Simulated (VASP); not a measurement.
# V (P6_3/mmc) in VASP: notebook, part 2 of 2

VASP 6.6.1. Earlier steps stand in the parts before.

**3. Single point, r2SCAN (13.12 Å³/atom)**

This run uses another cell than the first one, of 13.12 Å³/atom.

File POSCAR:

```
V
1.0
    2.5659447027      0.0000000000      0.0000000000
   -1.2829723513      2.2221732972      0.0000000000
    0.0000000000      0.0000000000      4.6002795172
V
2
Direct
    0.3333333333      0.6666666667      0.2500000000
    0.6666666667      0.3333333333      0.7500000000
```

File INCAR.step1:

```
ALGO = Normal ; EDIFF = 1E-4
ENCUT = 520 ; GGA = PE
ISMEAR = -1 ; LASPH = T
LCHARG = F ; LREAL = F
LWAVE = T ; NBANDS = 20
NELM = 60 ; PREC = Accurate
SIGMA = 0.1
```

File INCAR.step2:

```
ALGO = Normal ; EDIFF = 1E-6
ENCUT = 520 ; ISIF = 2
ISMEAR = -1 ; ISTART = 1
LASPH = T ; LCHARG = T
LELF = T ; LMIXTAU = T
LREAL = F ; LVHAR = T
LWAVE = F ; METAGGA = R2SCAN
NBANDS = 20 ; NELM = 60
PREC = Accurate ; SIGMA = 0.1
```

File KPOINTS:

```
k-points
0
Gamma
  16 16 8
```

Potentials or basis: VASP PAW PBE potentials, release 64 (V_sv).

Started as:

```bash
> cat potpaw_PBE.64/V_sv/POTCAR > POTCAR
> cp INCAR.step1 INCAR
> mpirun -np 1 vasp_std > vasp.out
> cp INCAR.step2 INCAR
> mpirun -np 1 vasp_std > vasp.out
```

OUTCAR:

```text
EDIFF = 1E-6
   ENCUT = 520
   ISIF = 2
   ISMEAR = -1
   ISTART = 1
   LASPH = T
   LREAL = F
   METAGGA = R2SCAN
   NELM = 60
   PREC = Accurate

 ion  position               nearest neighbor table
   1  0.333  0.667  0.250-   2 2.74   2 2.74   2 2.74   2 2.74   2 2.74   2 2.74
   2  0.667  0.333  0.750-   1 2.74   1 2.74   1 2.74   1 2.74   1 2.74   1 2.74

  LATTYP: Found a hexagonal cell.
 ALAT       =     2.5659447027
 C/A-ratio  =     1.7928209881

  Lattice vectors:

 A1 = (   2.5659447027,   0.0000000000,   0.0000000000)
 A2 = (  -1.2829723513,   2.2221732972,   0.0000000000)
 A3 = (   0.0000000000,   0.0000000000,   4.6002795172)

Analysis of symmetry for initial positions (statically):
=====================================================================
 Subroutine PRICEL returns:
 Original cell was already a primitive cell.

 Routine SETGRP: Setting up the symmetry group for a
 hexagonal supercell.

 Subroutine GETGRP returns: Found 24 space group operations
 (whereof 12 operations were pure point group operations)
 out of a pool of 24 trial point group operations.

The static configuration has the point symmetry D_3d.
 The point group associated with its full space group is D_6h.

Analysis of symmetry for dynamics (positions and initial velocities):
=====================================================================
 Subroutine PRICEL returns:
 Original cell was already a primitive cell.

 Routine SETGRP: Setting up the symmetry group for a
 hexagonal supercell.

 Subroutine GETGRP returns: Found 24 space group operations
 (whereof 12 operations were pure point group operations)
 out of a pool of 24 trial point group operations.

The dynamic configuration has the point symmetry D_3d.
 The point group associated with its full space group is D_6h.

 Subroutine INISYM returns: Found 24 space group operations
 (whereof 12 operations are pure point group operations),
 and found     1 'primitive' translations

----------------------------------------------------------------------------------------

                                     Primitive cell

  volume of cell :      26.2307

  direct lattice vectors                    reciprocal lattice vectors
     2.565944703  0.000000000  0.000000000     0.389720012  0.225004954  0.000000000
    -1.282972351  2.222173297  0.000000000     0.000000000  0.450009908  0.000000000
     0.000000000  0.000000000  4.600279517     0.000000000  0.000000000  0.217378095

  length of vectors
     2.565944703  2.565944703  4.600279517     0.450009908  0.450009908  0.217378095

  position of ions in fractional coordinates (direct lattice)
     0.333333333  0.666666667  0.250000000
     0.666666667  0.333333333  0.750000000

  ion indices of the primitive-cell ions
   primitive index   ion index
                 1           1
                 2           2

----------------------------------------------------------------------------------------

 KPOINTS: k-points

Automatic generation of k-mesh.
 Grid dimensions read from file:
 generate k-points for:   16   16    8

 Generating k-lattice:

  Cartesian coordinates                     Fractional coordinates (reciprocal lattice)
     0.024357501  0.014062810  0.000000000     0.062500000  0.000000000  0.000000000
     0.000000000  0.028125619  0.000000000     0.000000000  0.062500000  0.000000000
     0.000000000  0.000000000  0.027172262     0.000000000  0.000000000  0.125000000

  Length of vectors
     0.028125619  0.028125619  0.027172262

  Shift w.r.t. Gamma in fractional coordinates (k-lattice)
     0.000000000  0.000000000  0.000000000

 Subroutine IBZKPT returns following result:
 ===========================================

 Found    150 irreducible k-points:

 Following reciprocal coordinates:
            Coordinates               Weight
  0.000000  0.000000  0.000000      1.000000
  0.062500  0.000000  0.000000      6.000000
  0.125000  0.000000  0.000000      6.000000
  0.187500  0.000000  0.000000      6.000000
  0.250000  0.000000  0.000000      6.000000
  0.312500  0.000000  0.000000      6.000000
[... 16 lines left out ...]
  0.187500  0.187500  0.000000      6.000000
  0.250000  0.187500  0.000000     12.000000
 [... further k-points ...]
   k-points           NKPTS =    150   k-points in BZ     NKDIM =    150   number of bands    NBANDS=     20
   number of dos      NEDOS =    301   number of ions     NIONS =      2
   total plane-waves  NPLWV =  14400
   dimension x,y,z NGX =    20 NGY =   20 NGZ =   36
   dimension x,y,z NGXF=    40 NGYF=   40 NGZF=   72
   ions per type =               2
   NGX,Y,Z   is equivalent  to a cutoff of  12.96, 12.96, 13.01 a.u.
   NGXF,Y,Z  is equivalent  to a cutoff of  25.92, 25.92, 26.02 a.u.
 SYSTEM =  unknown system
   PREC   = accura    normal or accurate (medium, high low for compatibility)
   ISTART =      1    job   : 0-new  1-cont  2-samecut
   ICHARG =      0    charge: 1-file 2-atom 10-const
   ISPIN  =      1    spin polarized calculation?
   LNONCOLLINEAR =      F non collinear calculations
   LSORBIT =      F    spin-orbit coupling
   LASPH  =      T    aspherical Exc in radial PAW
   ENCUT  =  520.0 eV  38.22 Ry    6.18 a.u.   4.77  4.77  8.55*2*pi/ulx,y,z
   NELM   =     60;   NELMIN=  2; NELMDL=  0     # of ELM steps
   EDIFF  = 0.1E-05   stopping-criterion for ELM
   LREAL  =      F    real-space projection
   EDIFFG = 0.1E-04   stopping-criterion for IOM
   NSW    =      0    number of steps for IOM
   IBRION =     -1    ionic relax: 0-MD 1-quasi-New 2-CG
   NFREE  =      0    steps in history (QN), initial steepest desc. (CG)
   ISIF   =      2    stress and relaxation
   ISYM   =      2    0-nonsym 1-usesym 2-fastsym
   POTIM  = 0.5000    time-step for ionic-motion
   TEBEG  =    0.0;   TEEND  =   0.0 temperature during run
   PSTRESS=    0.0 pullay stress
   NELECT =      26.0000    total number of electrons
   NUPDOWN=      -1.0000    fix difference up-down
   EMIN   =  10.00;   EMAX   =-10.00  energy-range for DOS
   EFERMI =   0.00;   METHOD = LEGACY
   ISMEAR =    -1;   SIGMA  =   0.10  broadening in eV -4-tet -1-fermi 0-gaus
   EFERMI_NEDOS =   21; number of points for ismear=-14 and -15
   IALGO  =     38    algorithm
   IMIX   =      4    mixing-type and parameters
     AMIX     =   0.40;   BMIX     =  1.00
     AMIX_MAG =   1.60;   BMIX_MAG =  1.00
  volume/ion in A,a.u.               =      13.12        88.51
  Fermi-wavevector in a.u.,A,eV,Ry     =   1.632286  3.084572 36.250765  2.664356
  Thomas-Fermi vector in A             =   2.724281
   LORBIT       =      0    0 simple, 1 ext, 2 COOP (PROOUT), +10 PAW based schemes
   METAGGA = R2SCAN    functional components
   LHFCALC =     F    Hartree Fock is set to
   AEXX    =    0.0000 exact exchange contribution
   IVDW    =     0    specifies the selected vdW correction
   LEPSILON=     F    determine dielectric tensor
   LRPA    =     F    only Hartree local field effects (RPA)
 non-spin polarized calculation
  energy-cutoff  :      520.00
  volume of cell :       26.23
 maximum number of plane-waves:       719
 NGX is ok and might be reduce to    20
   NGX =  9   NGY =  9   NGZ = 17

 number of electron      26.0000001 magnetization

 Free energy of the ion-electron system (eV)
  ---------------------------------------------------
  ext. energy  EPLUGINS =         0.00000000
  ---------------------------------------------------
  free energy    TOTEN  =       -27.74587865 eV

  energy without entropy =      -27.64173774  energy(sigma->0) =      -27.69380819

 E-fermi :  10.4226     XC(G=0): -14.2055

 val. band max:       10.4211434811   @ k =   0.1250   0.1250   0.1250
 cond. band min:      10.4288690728   @ k =   0.3750   0.0000   0.0000
 fundamental gap:      0.0077255917
 Fermi energy:        10.4226272458

 k-point     1 :       0.0000    0.0000    0.0000
  band No.  band energies     occupation
      1     -56.1855      2.00000
      2     -56.0366      2.00000
      3     -29.2212      2.00000
      4     -28.3975      2.00000
      5     -28.3026      2.00000
      6     -28.3026      2.00000
[... 12 lines left out ...]
     19      13.7562      0.00000
     20      13.7563      0.00000
[... 507 lines left out ...]
 k-point    24 :       0.2500    0.1875    0.0000
  band No.  band energies     occupation
      1     -55.9666      2.00000
      2     -55.8984      2.00000
      3     -29.0845      2.00000
      4     -29.0328      2.00000
      5     -28.8510      2.00000
      6     -28.6354      2.00000
[... 12 lines left out ...]
     19      14.8280      0.00000
     20      19.9624      0.00000

 [... further k-points ...]

------------------------ aborting loop because EDIFF is reached ----------------------------------------

  FORCE on cell =-STRESS in cart. coord.  units (eV):
  Direction    XX          YY          ZZ          XY          YZ          ZX
  --------------------------------------------------------------------------------------
  -------------------------------------------------------------------------------------
  Total        1.4340435      1.4340435      1.4571571      0.0000000      0.0000000     -0.0000000
  in kB       87.5918060     87.5918060     89.0035870      0.0000000      0.0000000     -0.0000000
  external PRESSURE =      88.0623997 kB  Pullay stress =       0.0000000 kB

 VOLUME and BASIS-vectors are now :
 -----------------------------------------------------------------------------
  energy-cutoff  :      520.00
  volume of cell :       26.23
      direct lattice vectors                 reciprocal lattice vectors
     2.565944703  0.000000000  0.000000000     0.389720012  0.225004954  0.000000000
    -1.282972351  2.222173297  0.000000000     0.000000000  0.450009908  0.000000000
     0.000000000  0.000000000  4.600279517     0.000000000  0.000000000  0.217378095

 POSITION                                       TOTAL-FORCE (eV/Angst)
 -----------------------------------------------------------------------------------
     -0.00000      1.48145      1.15007        -0.000000     -0.000000      0.000000
      1.28297      0.74072      3.45021         0.000000      0.000000      0.000000
 -----------------------------------------------------------------------------------
    total drift:                               -0.000000      0.000000     -0.000000

  FREE ENERGIE OF THE ION-ELECTRON SYSTEM (eV)
  ---------------------------------------------------
  free  energy   TOTEN  =       -27.7458786493 eV

  energy  without entropy=      -27.6417377357  energy(sigma->0) =      -27.69380819
```

OUTCAR.step1:

```text
EDIFF = 1E-4
   ENCUT = 520
   GGA = PE
   ISMEAR = -1
   LASPH = T
   LREAL = F
[... 774 lines left out ...]
 -----------------------------------------------------------------------------------
     -0.00000      1.48145      1.15007         0.000000     -0.000000      0.000000
      1.28297      0.74072      3.45021        -0.000000      0.000000      0.000000
 -----------------------------------------------------------------------------------
    total drift:                               -0.000000      0.000000     -0.000000

  FREE ENERGIE OF THE ION-ELECTRON SYSTEM (eV)
  ---------------------------------------------------
  free  energy   TOTEN  =       -17.4866830367 eV

  energy  without entropy=      -17.3779331486  energy(sigma->0) =      -17.43230809
```

Wall time 6.6 min (1 thread of Intel Xeon 8259CL, shared host); peak memory 0.19 GiB.

What came out:

```yaml
Free_energy: -27.7459 eV
Pressure: 8.8 GPa
Band_gap_on_the_k_mesh: zero (bands 13 and 14 overlap by 2.43 eV)
```

Stress tensor (GPa, compression positive):
```
8.76 0.00 0.00
0.00 8.76 0.00
0.00 0.00 8.90
```

Caveat: the cell stands under pressure; the PAW data sets were made with another functional, which shifts forces and pressure a little.

**4. Single point, r2SCAN (13.66 Å³/atom)**

This run uses another cell than the first one, of 13.66 Å³/atom.

File POSCAR:

```
V
1.0
    2.6010989985      0.0000000000      0.0000000000
   -1.3005494993      2.2526178105      0.0000000000
    0.0000000000      0.0000000000      4.6633048767
V
2
Direct
    0.3333333333      0.6666666667      0.2500000000
    0.6666666667      0.3333333333      0.7500000000
```

File INCAR.step1:

```
SYSTEM = V
  PREC = Accurate
  ENCUT = 520
  ISMEAR = -1
  SIGMA = 0.1
  LREAL = .FALSE.
  LASPH = .TRUE.
  NELM = 100
  NBANDS = 20
  GGA = PE
  ALGO = Normal
  EDIFF = 1E-4
  LWAVE = .TRUE.
  LCHARG = .FALSE.
```

File INCAR.step2:

```
SYSTEM = V
  PREC = Accurate
  ENCUT = 520
  EDIFF = 1E-6
  ISMEAR = -1
  SIGMA = 0.1
  LREAL = .FALSE.
  LASPH = .TRUE.
  NELM = 100
  ALGO = Normal
  ISIF = 2
  LWAVE = .FALSE.
  LCHARG = .FALSE.
  METAGGA = R2SCAN
  LMIXTAU = .TRUE.
  NBANDS = 20
  ISTART = 1
```

File KPOINTS:

```
regular mesh
0
G
  16 16 8
  0 0 0
```

Started as:

```bash
> cat potpaw_PBE.64/V_sv/POTCAR > POTCAR
> cp INCAR.step1 INCAR
> mpirun -np 1 vasp_std > vasp.out
> cp INCAR.step2 INCAR
> mpirun -np 1 vasp_std > vasp.out
```

It took 6.5 min on 1 thread of Intel Xeon 8259CL, shared host; peak memory 0.19 GiB.

Results (log left out):

* Free energy: -27.7777 eV
* Pressure: 0.7 GPa
* Band gap on the k mesh: zero (bands 13 and 14 overlap by 2.30 eV)

Levels at points of the mesh, in eV from the Fermi level:
| k point | band 10 | band 11 | band 12 | band 13 | band 14 | band 15 | band 16 | band 17 |
| --- | --- | --- | --- | --- | --- | --- | --- | --- |
| (0.00, 0.00, 0.00) | -3.73 | -0.60 | -0.38 | 0.36 | 0.36 | 0.72 | 0.72 | 2.03 |
| (0.50, 0.00, 0.00) | -3.08 | -2.85 | -0.41 | -0.27 | 0.30 | 0.73 | 3.29 | 3.68 |
| (0.00, 0.00, 0.50) | -5.51 | -1.13 | -1.13 | 0.41 | 0.41 | 0.41 | 0.41 | 2.77 |
| (0.50, 0.00, 0.50) | -3.48 | -1.90 | -1.90 | 1.57 | 1.57 | 1.86 | 1.86 | 3.75 |

Caveat: the PAW data sets were made with another functional, which shifts forces and pressure a little.

**5. Single point, r2SCAN (14.21 Å³/atom)**

This run uses another cell than the first one, of 14.21 Å³/atom.

File POSCAR:

```
V
1.0
    2.6353279106      0.0000000000      0.0000000000
   -1.3176639553      2.2822609179      0.0000000000
    0.0000000000      0.0000000000      4.7246711887
V
2
Direct
    0.3333333333      0.6666666667      0.2500000000
    0.6666666667      0.3333333333      0.7500000000
```

File INCAR.step1:

```
ALGO = Normal
EDIFF = 1E-4
ENCUT = 520
GGA = PE
ISMEAR = -1
LASPH = True
LCHARG = False
LREAL = False
LWAVE = True
NBANDS = 20
NELM = 80
PREC = Accurate
SIGMA = 0.1
```

File INCAR.step2:

```
ALGO = Normal
EDIFF = 1E-7
ENCUT = 520
ISIF = 2
ISMEAR = -1
ISTART = 1
LASPH = True
LCHARG = False
LMIXTAU = True
LREAL = False
LWAVE = False
METAGGA = R2SCAN
NBANDS = 20
NELM = 80
PREC = Accurate
SIGMA = 0.1
```

File KPOINTS:

```
k-points
0
Gamma
  16 16 8
```

Started as:

```bash
> cat potpaw_PBE.64/V_sv/POTCAR > POTCAR
> cp INCAR.step1 INCAR
> mpirun -np 1 vasp_std > vasp.out
> cp INCAR.step2 INCAR
> mpirun -np 1 vasp_std > vasp.out
```

Run time: 7.5 min. Hardware: 1 thread of Intel Xeon 8259CL, shared host; peak memory 0.19 GiB.

It converged, with:

- Free energy: -27.7590 eV
- Pressure: -6.1 GPa
- Band gap on the k mesh: zero (bands 13 and 14 overlap by 2.18 eV)

Levels at points of the mesh, in eV from the Fermi level:
| k point | band 10 | band 11 | band 12 | band 13 | band 14 | band 15 | band 16 | band 17 |
| --- | --- | --- | --- | --- | --- | --- | --- | --- |
| (0.00, 0.00, 0.00) | -3.63 | -0.56 | -0.44 | 0.36 | 0.36 | 0.69 | 0.69 | 1.95 |
| (0.50, 0.00, 0.00) | -2.98 | -2.69 | -0.46 | -0.24 | 0.27 | 0.72 | 3.14 | 3.49 |
| (0.00, 0.00, 0.50) | -5.46 | -1.08 | -1.08 | 0.40 | 0.40 | 0.40 | 0.40 | 2.64 |
| (0.50, 0.00, 0.50) | -3.33 | -1.80 | -1.80 | 1.46 | 1.46 | 1.78 | 1.78 | 3.56 |

Caveat: the cell stands under tension; the PAW data sets were made with another functional, which shifts forces and pressure a little.

**6. Single point, r2SCAN (14.75 Å³/atom)**

This run uses another cell than the first one, of 14.75 Å³/atom.

File POSCAR:

```
V
1.0
    2.6686900334      0.0000000000      0.0000000000
   -1.3343450167      2.3111533638      0.0000000000
    0.0000000000      0.0000000000      4.7844835027
V
2
Direct
    0.3333333333      0.6666666667      0.2500000000
    0.6666666667      0.3333333333      0.7500000000
```

File INCAR.step1:

```
PREC     = Accurate       # precision mode
ENCUT    = 520            # plane-wave cutoff, eV
ISMEAR   = -1             # smearing method
SIGMA    = 0.1            # smearing width, eV
LREAL    = False          # projectors in reciprocal space
LASPH    = True           # aspherical terms in the spheres
NELM     = 80             # most SCF steps
NBANDS   = 20             # bands
GGA      = PE             # functional
ALGO     = Normal         # electronic algorithm
EDIFF    = 1E-4           # SCF threshold, eV
LWAVE    = True           # write WAVECAR
LCHARG   = False          # write CHGCAR
```

File INCAR.step2:

```
PREC     = Accurate       # precision mode
ENCUT    = 520            # plane-wave cutoff, eV
EDIFF    = 1E-7           # SCF threshold, eV
ISMEAR   = -1             # smearing method
SIGMA    = 0.1            # smearing width, eV
LREAL    = False          # projectors in reciprocal space
LASPH    = True           # aspherical terms in the spheres
NELM     = 80             # most SCF steps
ALGO     = Normal         # electronic algorithm
ISIF     = 2              # what is computed and relaxed
LWAVE    = False          # write WAVECAR
LCHARG   = False          # write CHGCAR
METAGGA  = R2SCAN         # meta-GGA
LMIXTAU  = True         
NBANDS   = 20             # bands
ISTART   = 1
```

File KPOINTS:

```
Automatic mesh
0
Gamma
  16 16 8
```

Potentials or basis: VASP PAW PBE potentials, release 64 (V_sv).

Started as:

```bash
> cat potpaw_PBE.64/V_sv/POTCAR > POTCAR
> cp INCAR.step1 INCAR
> mpirun -np 1 vasp_std > vasp.out
> cp INCAR.step2 INCAR
> mpirun -np 1 vasp_std > vasp.out
```

Run time: 7.8 min. Hardware: 1 thread of Intel Xeon 8259CL, shared host; peak memory 0.2 GiB.

It converged, with:

```yaml
Free_energy: -27.6985 eV
Pressure: -11.6 GPa
Band_gap_on_the_k_mesh: zero (bands 13 and 14 overlap by 2.08 eV)
```

Stress tensor (GPa, compression positive):
```
-11.67   0.00   0.00
  0.00 -11.67   0.00
  0.00   0.00 -11.50
```

Levels at points of the mesh, in eV from the Fermi level:
```csv
k point,band 11,band 12,band 13,band 14,band 15,band 16
"(0.00, 0.00, 0.00)",-0.53,-0.49,0.36,0.36,0.67,0.67
"(0.50, 0.00, 0.00)",-2.54,-0.49,-0.21,0.25,0.71,3.00
"(0.00, 0.00, 0.50)",-1.04,-1.04,0.39,0.39,0.39,0.39
"(0.50, 0.00, 0.50)",-1.70,-1.70,1.36,1.36,1.72,1.72
```

Caveat: the cell stands under tension; the PAW data sets were made with another functional, which shifts forces and pressure a little.

**7. The runs side by side**

```csv
cell,gap on the mesh (eV),pressure (GPa)
"a = 2.530, b = 2.530, c = 4.535 Å, angles 90.0, 90.0, 120.0°, 2 atoms",none,18.7
"a = 2.566, b = 2.566, c = 4.600 Å, angles 90.0, 90.0, 120.0°, 2 atoms",none,8.8
"a = 2.601, b = 2.601, c = 4.663 Å, angles 90.0, 90.0, 120.0°, 2 atoms",none,0.7
"a = 2.635, b = 2.635, c = 4.725 Å, angles 90.0, 90.0, 120.0°, 2 atoms",none,-6.1
"a = 2.669, b = 2.669, c = 4.784 Å, angles 90.0, 90.0, 120.0°, 2 atoms",none,-11.6
```

Alike in all rows: task single point; level r2SCAN; potentials or basis VASP PAW PBE potentials, release 64 (V_sv); no spin polarisation; k mesh 16 × 16 × 8; cutoff (eV) 520; smearing fermi-dirac 0.1 eV.

Caveats: the PAW data sets were made with another functional, which shifts forces and pressure a little; the cell stands under pressure (at least some runs); the cell stands under tension (at least some runs).

Absolute energies hang on the potentials; compare differences alone.
